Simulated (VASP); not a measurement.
**PtPb: electric field gradients with LDA**

Crystal: PtPb.

```
Pt Pb
1.0
     4.16324    0.00000    0.00000
    -2.08162    3.60547    0.00000
     0.00000    0.00000    5.34462
Pt Pb
2 2
Direct
  0.33333 0.66667 0.25000
  0.66667 0.33333 0.75000
  0.00000 0.00000 0.00000
  0.00000 0.00000 0.50000
```

```json
{"Program": "VASP 6.6.1", "Task": "electric field gradients", "Functional": "LDA", "Potentials or basis": "VASP PAW LDA potentials, release 64 (Pt, Pb_d)", "Cutoff": "520 eV", "k mesh": "10 × 10 × 7", "Occupations": "fermi-dirac, width 0.05 eV", "Spin": "no spin polarisation", "Dipole correction": "no", "Further INCAR settings": "ALGO = Normal; EDIFF = 1e-08; NBANDS = 32"}
```

```
Pressure                                : 16.6 GPa
Band gap on the k mesh                  : zero (bands 24 and 25 overlap by 3.18 eV)
Largest electric field gradient by atom : Pt +76.4; Pb +8.5 V/Å²
```

Stress tensor (GPa, compression positive):
```
 6.44  0.00  0.00
 0.00  6.44  0.00
 0.00  0.00 37.01
```

Levels at points of the mesh, in eV from the Fermi level:
| k point | band 20 | band 21 | band 22 | band 23 | band 24 | band 25 | band 26 | band 27 | band 28 | band 29 |
| --- | --- | --- | --- | --- | --- | --- | --- | --- | --- | --- |
| (0.00, 0.00, 0.00) | -2.91 | -2.91 | -2.59 | -1.53 | 2.22 | 3.46 | 3.46 | 5.59 | 5.69 | 5.69 |
| (0.50, 0.00, 0.00) | -2.42 | -2.25 | -1.98 | -1.17 | -0.98 | -0.01 | 0.67 | 0.91 | 5.71 | 6.95 |

Electric field gradients, principal values (V/Å²):
```tsv
atom	least	middle	greatest (by size)
1 Pt	-38.180	-38.181	76.361
2 Pt	-38.180	-38.181	76.361
3 Pb	-4.252	-4.254	8.507
4 Pb	-4.252	-4.254	8.507
```

Wall time 41 s on 1 thread of Intel(R) Xeon(R) 6975P-C (Granite Rapids), with other jobs on the host, peak memory 0.25 GiB.

Caveat: the cell stands under pressure; without QUAD_EFG the Cq values of the log hold for a quadrupole moment of 1 mb, not for the nuclei; spin-orbit coupling is left out, which moves the levels of the heavy elements.
